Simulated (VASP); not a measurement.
# Hf (Im-3m) in VASP: further runs, part 2 of 2

VASP 6.6.1. The steps go on from the part before.

## Step 4: Single point, LDA

This run uses another cell than the first one, of 23.99 Å³/atom, 1.041 times its volume.

File INCAR:

```
SYSTEM = Hf
ALGO     = Normal         ! electronic algorithm
EDIFF    = 1E-7           ! SCF threshold, eV
ENCUT    = 520            ! plane-wave cutoff, eV
GGA      = CA             ! functional
ISIF     = 2              ! what is computed and relaxed
ISMEAR   = -1             ! smearing method
LASPH    = .True.         ! aspherical terms in the spheres
LCHARG   = .False.        ! write CHGCAR
LREAL    = .False.        ! projectors in reciprocal space
LWAVE    = .False.        ! write WAVECAR
NBANDS   = 11             ! bands
NELM     = 60             ! most SCF steps
PREC     = Accurate       ! precision mode
SIGMA    = 0.05           ! smearing width, eV
```

File KPOINTS:

```
k-points
0
Gamma
  10 10 10
  0 0 0
```

File POSCAR:

```
Hf
1.0
   -1.8169539908      1.8169539908      1.8169539908
    1.8169539908     -1.8169539908      1.8169539908
    1.8169539908      1.8169539908     -1.8169539908
Hf
1
Direct
    0.0000000000      0.0000000000      0.0000000000
```

The run is started by

```bash
$ cat potpaw_LDA.64/Hf_pv/POTCAR > POTCAR
$ mpirun -np 1 vasp_std > vasp.out
```

Run time: 5.2 s. Hardware: 1 thread of Intel Xeon 6975P-C, shared host; peak memory 0.13 GiB.

Results (log left out):

```yaml
Free_energy: -10.3837 eV
Pressure: -13.9 GPa
Band_gap_on_the_k_mesh: zero (band 5 reaches 5.36 eV, above the bottom of band 6 at 3.29 eV)
```

Levels at points of the mesh, in eV from the Fermi level:
| k point | band 3 | band 4 | band 5 | band 6 | band 7 | band 8 |
| --- | --- | --- | --- | --- | --- | --- |
| (0.00, 0.00, 0.00) | -29.95 | -6.75 | 1.37 | 1.37 | 1.37 | 3.96 |
| (0.50, 0.00, 0.00) | -29.95 | -3.17 | -0.45 | 0.96 | 3.75 | 4.67 |
| (0.50, 0.50, 0.50) | -30.42 | -2.30 | -2.30 | 6.17 | 6.17 | 6.17 |

Caveat: spin-orbit coupling is left out, which moves the levels of the heavy elements.

## Step 5: Single point, PBEsol

File INCAR:

```
SYSTEM = Hf
  ALGO = Normal
  EDIFF = 1E-6
  ENCUT = 520
  GGA = PS
  ISIF = 2
  ISMEAR = -1
  LASPH = .True.
  LCHARG = .True.
  LELF = .True.
  LREAL = .False.
  LVHAR = .True.
  LWAVE = .False.
  NBANDS = 11
  NELM = 60
  PREC = Accurate
  SIGMA = 0.05
```

KPOINTS is that of step 4.

File POSCAR:

```
Hf
1.0
   -1.7928855410      1.7928855410      1.7928855410
    1.7928855410     -1.7928855410      1.7928855410
    1.7928855410      1.7928855410     -1.7928855410
Hf
1
Direct
    0.0000000000      0.0000000000      0.0000000000
```

Potentials or basis: VASP PAW PBE potentials, release 64 (Hf_pv).

The run is started by

```bash
$ cat potpaw_PBE.64/Hf_pv/POTCAR > POTCAR
$ mpirun -np 1 vasp_std > vasp.out
```

OUTCAR:

```text
SYSTEM = Hf
   EDIFF = 1E-6
   ENCUT = 520
   GGA = PS
   ISIF = 2
   ISMEAR = -1
   LASPH = .True.
   LREAL = .False.
   NELM = 60
   PREC = Accurate

 ion  position               nearest neighbor table
   1  0.000  0.000  0.000-

  LATTYP: Found a body centered cubic cell.
 ALAT       =     3.5857710820

  Lattice vectors:

 A1 = (  -1.7928855410,   1.7928855410,   1.7928855410)
 A2 = (   1.7928855410,  -1.7928855410,   1.7928855410)
 A3 = (   1.7928855410,   1.7928855410,  -1.7928855410)

Analysis of symmetry for initial positions (statically):
=====================================================================
 Subroutine PRICEL returns:
 Original cell was already a primitive cell.

 Routine SETGRP: Setting up the symmetry group for a
 body centered cubic supercell.

 Subroutine GETGRP returns: Found 48 space group operations
[... 9 lines left out ...]

 Routine SETGRP: Setting up the symmetry group for a
 body centered cubic supercell.

 Subroutine GETGRP returns: Found 48 space group operations
[... 11 lines left out ...]
                                     Primitive cell

  volume of cell :      23.0525

  direct lattice vectors                    reciprocal lattice vectors
    -1.792885541  1.792885541  1.792885541     0.000000000  0.278880045  0.278880045
     1.792885541 -1.792885541  1.792885541     0.278880045  0.000000000  0.278880045
     1.792885541  1.792885541 -1.792885541     0.278880045  0.278880045  0.000000000

  length of vectors
     3.105368849  3.105368849  3.105368849     0.394395942  0.394395942  0.394395942

  position of ions in fractional coordinates (direct lattice)
     0.000000000  0.000000000  0.000000000

  ion indices of the primitive-cell ions
   primitive index   ion index
                 1           1

----------------------------------------------------------------------------------------

 KPOINTS: k-points
[... 83 lines left out ...]
   ISMEAR =    -1;   SIGMA  =   0.05  broadening in eV -4-tet -1-fermi 0-gaus
   EFERMI_NEDOS =   21; number of points for ismear=-14 and -15
   IALGO  =     38    algorithm
   IMIX   =      4    mixing-type and parameters
     AMIX     =   0.40;   BMIX     =  1.00
     AMIX_MAG =   1.60;   BMIX_MAG =  1.00
  volume/ion in A,a.u.               =      23.05       155.57
  Fermi-wavevector in a.u.,A,eV,Ry     =   1.239279  2.341897 20.895982  1.535811
  Thomas-Fermi vector in A             =   2.373769
   LORBIT       =      0    0 simple, 1 ext, 2 COOP (PROOUT), +10 PAW based schemes
   GGA     = PS    functional components
   LHFCALC =     F    Hartree Fock is set to
   AEXX    =    0.0000 exact exchange contribution
   IVDW    =     0    specifies the selected vdW correction
   LEPSILON=     F    determine dielectric tensor
   LRPA    =     F    only Hartree local field effects (RPA)
 non-spin polarized calculation
  energy-cutoff  :      520.00
  volume of cell :       23.05
 maximum number of plane-waves:       638
   NGX = 11   NGY = 11   NGZ = 11

 number of electron      10.0000003 magnetization

 Free energy of the ion-electron system (eV)
  ---------------------------------------------------
  ext. energy  EPLUGINS =         0.00000000
  ---------------------------------------------------
  free energy    TOTEN  =       -10.29711552 eV

  energy without entropy =      -10.28266149  energy(sigma->0) =      -10.28988850

 E-fermi :   4.2218     XC(G=0): -11.2555

 val. band max:        4.1954858542   @ k =   0.3000   0.1000   0.1000
 cond. band min:       4.2301351386   @ k =   0.3000   0.2000   0.0000
 fundamental gap:      0.0346492845
 Fermi energy:         4.2218076649

 k-point     1 :       0.0000    0.0000    0.0000
  band No.  band energies     occupation
      1     -25.6850      2.00000
      2     -25.6850      2.00000
      3     -25.6850      2.00000
      4      -2.7265      2.00000
      5       5.7011      0.00000
      6       5.7011      0.00000
      7       5.7011      0.00000
      8       8.4089      0.00000
      9       8.4089      0.00000
     10      17.3967      0.00000
     11      17.3967      0.00000
[... 309 lines left out ...]
 k-point    24 :      -0.3000    0.3000    0.1000
  band No.  band energies     occupation
      1     -26.1724      2.00000
      2     -25.8721      2.00000
      3     -25.7431      2.00000
      4       0.1499      2.00000
      5       4.4408      0.02474
      6       4.6391      0.00047
      7       7.1241      0.00000
      8       8.5299      0.00000
      9       9.1647      0.00000
     10      16.1103      0.00000
     11      17.3538      0.00000

 [... further k-points ...]
[... 5 lines left out ...]
  --------------------------------------------------------------------------------------
  -------------------------------------------------------------------------------------
  Total       -1.1106693     -1.1106693     -1.1106693      0.0000000     -0.0000000      0.0000000
  in kB      -77.1929515    -77.1929515    -77.1929515      0.0000000     -0.0000000      0.0000000
  external PRESSURE =     -77.1929515 kB  Pullay stress =       0.0000000 kB

 VOLUME and BASIS-vectors are now :
 -----------------------------------------------------------------------------
  energy-cutoff  :      520.00
  volume of cell :       23.05
      direct lattice vectors                 reciprocal lattice vectors
    -1.792885541  1.792885541  1.792885541     0.000000000  0.278880045  0.278880045
     1.792885541 -1.792885541  1.792885541     0.278880045  0.000000000  0.278880045
     1.792885541  1.792885541 -1.792885541     0.278880045  0.278880045  0.000000000

 POSITION                                       TOTAL-FORCE (eV/Angst)
 -----------------------------------------------------------------------------------
      0.00000      0.00000      0.00000        -0.000000      0.000000     -0.000000
 -----------------------------------------------------------------------------------
    total drift:                                0.000000      0.000000      0.000000

  FREE ENERGIE OF THE ION-ELECTRON SYSTEM (eV)
  ---------------------------------------------------
  free  energy   TOTEN  =       -10.2971155187 eV

  energy  without entropy=      -10.2826614874  energy(sigma->0) =      -10.28988850
```

stdout:

```text
POSCAR found type information on POSCAR Hf
 POSCAR found :  1 types and       1 ions
 scaLAPACK will be used
 -----------------------------------------------------------------------------
|                                                                             |
|                                                                             |
|     You enforced a specific xc type in the INCAR file but a different       |
|     I HOPE YOU KNOW WHAT YOU ARE DOING!                                     |
|                                                                             |
 -----------------------------------------------------------------------------

 LDA part: xc-table for (Slater+PW92), standard interpolation
 POSCAR, INCAR and KPOINTS ok, starting setup
 FFT: planning ... GRIDC
 FFT: planning ... GRID_SOFT
 FFT: planning ... GRID
 WAVECAR not read
 entering main loop
```

Wall time 6.4 s (1 thread of Intel Xeon 6975P-C, shared host); peak memory 0.14 GiB.

Results:

```
Free energy            : -10.2971 eV
Pressure               : -7.7 GPa
Band gap on the k mesh : zero (band 5 reaches 5.70 eV, above the bottom of band 6 at 3.49 eV)
```

Caveat: the PAW data sets were made with another functional, which shifts forces and pressure a little; spin-orbit coupling is left out, which moves the levels of the heavy elements.

## Step 6: Summary

| level | potentials or basis | cell | gap on the mesh (eV) | pressure (GPa) |
| --- | --- | --- | --- | --- |
| LDA | VASP PAW LDA potentials, release 64 (Hf_pv) | a = 3.105 Å, angles 109.5°, 1 atom | none | -11.2 |
| LDA | VASP PAW LDA potentials, release 64 (Hf_pv) | a = 3.126 Å, angles 109.5°, 1 atom | none | -12.6 |
| LDA | VASP PAW LDA potentials, release 64 (Hf_pv) | a = 3.147 Å, angles 109.5°, 1 atom | none | -13.9 |
| PBEsol | VASP PAW PBE potentials, release 64 (Hf_pv) | a = 3.105 Å, angles 109.5°, 1 atom | none | -7.7 |

Alike in all rows: task single point; no spin polarisation; k mesh 10 × 10 × 10; cutoff (eV) 520; smearing fermi-dirac 0.05 eV.

Caveats: spin-orbit coupling is left out, which moves the levels of the heavy elements; the PAW data sets were made with another functional, which shifts forces and pressure a little (some runs).

Absolute energies hang on the potentials; compare differences alone.
